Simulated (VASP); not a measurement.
A run of VASP 6.6.1 is set up as follows.

Contents of INCAR:

```
  ALGO = Normal
  EDIFF = 1E-6
  ENCUT = 520
  GGA = CA
  ISIF = 2
  ISMEAR = -1
  LASPH = T
  LCHARG = F
  LREAL = F
  LWAVE = F
  NBANDS = 10
  NELM = 100
  PREC = Accurate
  SIGMA = 0.1
```

The input KPOINTS:

```
k-points
0
Gamma
  14 14 14
```

POSCAR

```
Ir
1.0
    2.6253702810      0.0000000000      0.0000000000
    0.0000000000      2.6253702810      0.0000000000
    0.0000000000      0.0000000000      2.6253702810
Ir
1
Direct
    0.0000000000      0.0000000000      0.0000000000
```

Potentials or basis: VASP PAW LDA potentials, release 64 (Ir).

Command:

```bash
$ cat potpaw_LDA.64/Ir/POTCAR > POTCAR
$ mpirun -np 1 vasp_std > vasp.out
```

What does it give for the pressure?

-24.1 GPa.

Predict the band gap on the k mesh.

zero (an odd number of electrons rules out a gap without spin polarisation).

Caveat: the cell stands under tension; spin-orbit coupling is left out, which moves the levels of the heavy elements.
